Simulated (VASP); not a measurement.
# GaP (e600) (F-43m) in VASP: further runs

GaP (e600) is run at these levels: PBEsol; tasks: single point.

All numbers are computed with VASP 6.6.1; they aren't measurements. Logs are shortened: lines on timing, memory, paths and dates and some standing lists are left out, and cuts for length are marked.

## Step 1: The cell of the first run

It takes space group F-43m (No. 216, cubic). The conventional cell has a = 5.384 Å, b = 5.384 Å, c = 5.384 Å, α = 90.00°, β = 90.00°, γ = 90.00°. Ga (site symmetry -43m) has 4 P at 2.33 Å within 3.1 Å. P (site symmetry -43m) has 4 Ga at 2.33 Å within 3.1 Å.

## Step 2: Single point, PBEsol (strained cell)

INCAR reads:

```
SYSTEM = GaP
PREC = Accurate
ENCUT = 500
EDIFF = 1E-6
ISMEAR = 0
SIGMA = 0.02
LREAL = .FALSE.
LASPH = .TRUE.
NELM = 120
ALGO = Normal
ISIF = 2
LWAVE = .FALSE.
LCHARG = .TRUE.
GGA = PS
LELF = .TRUE.
LVHAR = .TRUE.
NBANDS = 16
GGA_COMPAT = .FALSE.
```

KPOINTS reads:

```
Automatic mesh
0
G
  8 8 8
  0 0 0
```

POSCAR reads:

```
GaP
1.0
    0.0000000000      2.6920325960      2.6920325960
    2.6920325960      0.0000000000      2.6920325960
    2.6920325960      2.6920325960      0.0000000000
Ga P
1 1
Direct
    0.0000000000      0.0000000000      0.0000000000
    0.2500000000      0.2500000000      0.2500000000
```

Potentials or basis: VASP PAW PBE potentials, release 64 (Ga_d, P).

Launch:

```
$ cat potpaw_PBE.64/Ga_d/POTCAR potpaw_PBE.64/P/POTCAR > POTCAR
$ mpirun -np 1 vasp_std > vasp.out
```

OUTCAR:

```text
SYSTEM = GaP
   PREC = Accurate
   ENCUT = 500
   EDIFF = 1E-6
   ISMEAR = 0
   LREAL = .FALSE.
   LASPH = .TRUE.
   NELM = 120
   ISIF = 2
   GGA = PS

 ion  position               nearest neighbor table
   1  0.000  0.000  0.000-   2 2.33   2 2.33   2 2.33   2 2.33
   2  0.250  0.250  0.250-   1 2.33   1 2.33   1 2.33   1 2.33

  LATTYP: Found a face centered cubic cell.
 ALAT       =     5.3840651920

  Lattice vectors:

 A1 = (   0.0000000000,   2.6920325960,   2.6920325960)
 A2 = (   2.6920325960,   0.0000000000,   2.6920325960)
 A3 = (   2.6920325960,   2.6920325960,   0.0000000000)

Analysis of symmetry for initial positions (statically):
=====================================================================
 Subroutine PRICEL returns:
 Original cell was already a primitive cell.

 Routine SETGRP: Setting up the symmetry group for a
 face centered cubic supercell.

 Subroutine GETGRP returns: Found 24 space group operations
 (whereof 24 operations were pure point group operations)
 out of a pool of 48 trial point group operations.

The static configuration has the point symmetry T_d .

Analysis of symmetry for dynamics (positions and initial velocities):
=====================================================================
 Subroutine PRICEL returns:
 Original cell was already a primitive cell.

 Routine SETGRP: Setting up the symmetry group for a
 face centered cubic supercell.

 Subroutine GETGRP returns: Found 24 space group operations
 (whereof 24 operations were pure point group operations)
 out of a pool of 48 trial point group operations.

The dynamic configuration has the point symmetry T_d .

 Subroutine INISYM returns: Found 24 space group operations
 (whereof 24 operations are pure point group operations),
 and found     1 'primitive' translations

----------------------------------------------------------------------------------------

                                     Primitive cell

  volume of cell :      39.0185

  direct lattice vectors                    reciprocal lattice vectors
     0.000000000  2.692032596  2.692032596    -0.185733264  0.185733264  0.185733264
     2.692032596  0.000000000  2.692032596     0.185733264 -0.185733264  0.185733264
     2.692032596  2.692032596  0.000000000     0.185733264  0.185733264 -0.185733264

  length of vectors
     3.807109008  3.807109008  3.807109008     0.321699449  0.321699449  0.321699449

  position of ions in fractional coordinates (direct lattice)
     0.000000000  0.000000000  0.000000000
     0.250000000  0.250000000  0.250000000

  ion indices of the primitive-cell ions
   primitive index   ion index
                 1           1
                 2           2

----------------------------------------------------------------------------------------

 KPOINTS: Automatic mesh

Automatic generation of k-mesh.
 Grid dimensions read from file:
 generate k-points for:    8    8    8

 Generating k-lattice:

  Cartesian coordinates                     Fractional coordinates (reciprocal lattice)
    -0.023216658  0.023216658  0.023216658     0.125000000  0.000000000  0.000000000
     0.023216658 -0.023216658  0.023216658     0.000000000  0.125000000  0.000000000
     0.023216658  0.023216658 -0.023216658     0.000000000  0.000000000  0.125000000

  Length of vectors
     0.040212431  0.040212431  0.040212431

  Shift w.r.t. Gamma in fractional coordinates (k-lattice)
     0.000000000  0.000000000  0.000000000

 Subroutine IBZKPT returns following result:
 ===========================================

 Found     29 irreducible k-points:

 Following reciprocal coordinates:
            Coordinates               Weight
  0.000000  0.000000  0.000000      1.000000
  0.125000  0.000000  0.000000      8.000000
  0.250000  0.000000  0.000000      8.000000
  0.375000  0.000000  0.000000      8.000000
  0.500000  0.000000  0.000000      4.000000
  0.125000  0.125000  0.000000      6.000000
[... 16 lines left out ...]
  0.500000  0.250000  0.125000     48.000000
 -0.375000  0.250000  0.125000     24.000000
 [... further k-points ...]
   k-points           NKPTS =     29   k-points in BZ     NKDIM =     29   number of bands    NBANDS=     16
   number of dos      NEDOS =    301   number of ions     NIONS =      2
   total plane-waves  NPLWV =  21952
   dimension x,y,z NGX =    28 NGY =   28 NGZ =   28
   dimension x,y,z NGXF=    56 NGYF=   56 NGZF=   56
   ions per type =               1   1
   NGX,Y,Z   is equivalent  to a cutoff of  12.23, 12.23, 12.23 a.u.
   NGXF,Y,Z  is equivalent  to a cutoff of  24.45, 24.45, 24.45 a.u.
 SYSTEM =  GaP
   PREC   = accura    normal or accurate (medium, high low for compatibility)
   ISTART =      0    job   : 0-new  1-cont  2-samecut
   ICHARG =      2    charge: 1-file 2-atom 10-const
   ISPIN  =      1    spin polarized calculation?
   LNONCOLLINEAR =      F non collinear calculations
   LSORBIT =      F    spin-orbit coupling
   LASPH  =      T    aspherical Exc in radial PAW
   ENCUT  =  500.0 eV  36.75 Ry    6.06 a.u.   6.94  6.94  6.94*2*pi/ulx,y,z
   NELM   =    120;   NELMIN=  2; NELMDL= -5     # of ELM steps
   EDIFF  = 0.1E-05   stopping-criterion for ELM
   LREAL  =      F    real-space projection
   EDIFFG = 0.1E-04   stopping-criterion for IOM
   NSW    =      0    number of steps for IOM
   IBRION =     -1    ionic relax: 0-MD 1-quasi-New 2-CG
   NFREE  =      0    steps in history (QN), initial steepest desc. (CG)
   ISIF   =      2    stress and relaxation
   ISYM   =      2    0-nonsym 1-usesym 2-fastsym
   POTIM  = 0.5000    time-step for ionic-motion
   TEBEG  =    0.0;   TEEND  =   0.0 temperature during run
   PSTRESS=    0.0 pullay stress
   NELECT =      18.0000    total number of electrons
   NUPDOWN=      -1.0000    fix difference up-down
   EMIN   =  10.00;   EMAX   =-10.00  energy-range for DOS
   EFERMI =   0.00;   METHOD = LEGACY
   ISMEAR =     0;   SIGMA  =   0.02  broadening in eV -4-tet -1-fermi 0-gaus
   EFERMI_NEDOS =   21; number of points for ismear=-14 and -15
   IALGO  =     38    algorithm
   IMIX   =      4    mixing-type and parameters
     AMIX     =   0.40;   BMIX     =  1.00
     AMIX_MAG =   1.60;   BMIX_MAG =  1.00
  volume/ion in A,a.u.               =      19.51       131.66
  Fermi-wavevector in a.u.,A,eV,Ry     =   1.264956  2.390420 21.770862  1.600113
  Thomas-Fermi vector in A             =   2.398234
   LORBIT       =      0    0 simple, 1 ext, 2 COOP (PROOUT), +10 PAW based schemes
   GGA     = PS    functional components
   LHFCALC =     F    Hartree Fock is set to
   AEXX    =    0.0000 exact exchange contribution
   IVDW    =     0    specifies the selected vdW correction
   LEPSILON=     F    determine dielectric tensor
   LRPA    =     F    only Hartree local field effects (RPA)
 non-spin polarized calculation
 Gauss-broadening in eV      SIGMA  =   0.02
  energy-cutoff  :      500.00
  volume of cell :       39.02
 maximum number of plane-waves:      1002
   NGX = 13   NGY = 13   NGZ = 13

 number of electron      17.9999995 magnetization

 Free energy of the ion-electron system (eV)
  ---------------------------------------------------
  ext. energy  EPLUGINS =         0.00000000
  ---------------------------------------------------
  free energy    TOTEN  =        -9.91141260 eV

  energy without entropy =       -9.91141260  energy(sigma->0) =       -9.91141260

 E-fermi :   5.0506     XC(G=0): -10.1888

 val. band max:        4.9522313934   @ k =   0.0000   0.0000   0.0000
 cond. band min:       6.3901094913   @ k =   0.5000   0.5000   0.0000
 fundamental gap:      1.4378780979
 Fermi energy:         5.0505500470

 k-point     1 :       0.0000    0.0000    0.0000
  band No.  band energies     occupation
      1      -9.6581      2.00000
      2      -9.6581      2.00000
      3      -9.6581      2.00000
      4      -9.5456      2.00000
      5      -9.5456      2.00000
      6      -7.8566      2.00000
[... 8 lines left out ...]
     15      14.7759      0.00000
     16      14.7759      0.00000

 k-point     2 :       0.1250    0.0000    0.0000
  band No.  band energies     occupation
      1      -9.6749      2.00000
      2      -9.6527      2.00000
      3      -9.6527      2.00000
      4      -9.5456      2.00000
      5      -9.5456      2.00000
      6      -7.6424      2.00000
[... 8 lines left out ...]
     15      14.0967      0.00000
     16      14.6153      0.00000

 k-point     3 :       0.2500    0.0000    0.0000
  band No.  band energies     occupation
      1      -9.7107      2.00000
      2      -9.6414      2.00000
      3      -9.6414      2.00000
      4      -9.5442      2.00000
      5      -9.5442      2.00000
      6      -7.0353      2.00000
[... 8 lines left out ...]
     15      13.9048      0.00000
     16      14.7673      0.00000

 k-point     4 :       0.3750    0.0000    0.0000
  band No.  band energies     occupation
      1      -9.7419      2.00000
      2      -9.6327      2.00000
      3      -9.6327      2.00000
      4      -9.5399      2.00000
      5      -9.5399      2.00000
      6      -6.1797      2.00000
[... 8 lines left out ...]
     15      15.1656      0.00000
     16      15.1656      0.00000
[... 324 lines left out ...]
 k-point    22 :       0.3750    0.2500    0.1250
  band No.  band energies     occupation
      1      -9.7362      2.00000
      2      -9.6279      2.00000
      3      -9.6233      2.00000
      4      -9.5585      2.00000
      5      -9.5353      2.00000
      6      -6.5200      2.00000
[... 8 lines left out ...]
     15      16.1778      0.00000
     16      17.4595      0.00000

 k-point    23 :       0.5000    0.2500    0.1250
  band No.  band energies     occupation
      1      -9.7535      2.00000
      2      -9.6238      2.00000
      3      -9.6129      2.00000
      4      -9.5561      2.00000
      5      -9.5354      2.00000
      6      -5.7115      2.00000
[... 8 lines left out ...]
     15      16.5957      0.00000
     16      17.8587      0.00000

 k-point    24 :      -0.3750    0.2500    0.1250
  band No.  band energies     occupation
      1      -9.7598      2.00000
      2      -9.6233      2.00000
      3      -9.6093      2.00000
      4      -9.5519      2.00000
      5      -9.5373      2.00000
      6      -5.2098      2.00000
[... 8 lines left out ...]
     15      16.9789      0.00000
     16      17.6075      0.00000

 [... further k-points ...]

------------------------ aborting loop because EDIFF is reached ----------------------------------------

  FORCE on cell =-STRESS in cart. coord.  units (eV):
  Direction    XX          YY          ZZ          XY          YZ          ZX
  --------------------------------------------------------------------------------------
  -------------------------------------------------------------------------------------
  Total        0.6407834      0.6407834      0.6407834      0.0000000      0.0000000     -0.0000000
  in kB       26.3118215     26.3118215     26.3118215      0.0000000      0.0000000     -0.0000000
  external PRESSURE =      26.3118215 kB  Pullay stress =       0.0000000 kB

 VOLUME and BASIS-vectors are now :
 -----------------------------------------------------------------------------
  energy-cutoff  :      500.00
  volume of cell :       39.02
      direct lattice vectors                 reciprocal lattice vectors
     0.000000000  2.692032596  2.692032596    -0.185733264  0.185733264  0.185733264
     2.692032596  0.000000000  2.692032596     0.185733264 -0.185733264  0.185733264
     2.692032596  2.692032596  0.000000000     0.185733264  0.185733264 -0.185733264

 POSITION                                       TOTAL-FORCE (eV/Angst)
 -----------------------------------------------------------------------------------
      0.00000      0.00000      0.00000         0.000000      0.000000      0.000000
      1.34602      1.34602      1.34602        -0.000000     -0.000000     -0.000000
 -----------------------------------------------------------------------------------
    total drift:                                0.000000      0.000000      0.000000

  FREE ENERGIE OF THE ION-ELECTRON SYSTEM (eV)
  ---------------------------------------------------
  free  energy   TOTEN  =        -9.9114125981 eV

  energy  without entropy=       -9.9114125981  energy(sigma->0) =       -9.91141260
```

Wall time 16 s (1 thread of Intel Xeon 6975P-C, shared host); peak memory 0.16 GiB.

Results:

```
Free energy            : -9.9114 eV
Pressure               : 2.6 GPa
Band gap on the k mesh : 1.44 eV, indirect (least direct gap 2.05 eV)
```

Caveat: the cell differs from its parent crystal (strained cell); the PAW data sets were made with another functional, which shifts forces and pressure a little.

## Step 3: Single point, PBEsol

INCAR reads:

```
PREC = Accurate ; ENCUT = 500
EDIFF = 1E-6 ; ISMEAR = 0
SIGMA = 0.01 ; LREAL = F
LASPH = T ; NELM = 120
ALGO = Normal ; ISIF = 2
LWAVE = F ; LCHARG = F
GGA = PS ; NBANDS = 16
GGA_COMPAT = F
```

KPOINTS reads:

```
regular mesh
0
Gamma
  8 8 8
```

POSCAR is that of step 2.

Potentials or basis: VASP PAW PBE potentials, release 64 (Ga_d, P).

Launch:

```
$ cat potpaw_PBE.64/Ga_d/POTCAR potpaw_PBE.64/P/POTCAR > POTCAR
$ mpirun -np 1 vasp_std > vasp.out
```

Run time: 14 s. Hardware: 1 thread of Intel Xeon 6975P-C, shared host; peak memory 0.16 GiB.

The run converged. Its results:

```yaml
Free_energy: -9.9114 eV
Pressure: 2.6 GPa
Band_gap_on_the_k_mesh: 1.44 eV, indirect (least direct gap 2.05 eV)
```

Levels at points of the mesh, in eV from the valence-band top:
| k point | band 6 | band 7 | band 8 | band 9 | band 10 | band 11 | band 12 | band 13 |
| --- | --- | --- | --- | --- | --- | --- | --- | --- |
| (0.00, 0.00, 0.00) | -12.81 | 0.00 | 0.00 | 0.00 | 2.05 | 3.81 | 3.81 | 3.81 |
| (0.50, 0.00, 0.00) | -10.59 | -6.91 | -1.18 | -1.18 | 1.70 | 4.64 | 4.64 | 8.15 |
| (0.50, 0.50, 0.00) | -9.63 | -6.99 | -2.84 | -2.84 | 1.44 | 1.68 | 10.83 | 10.83 |

Caveat: the PAW data sets were made with another functional, which shifts forces and pressure a little.
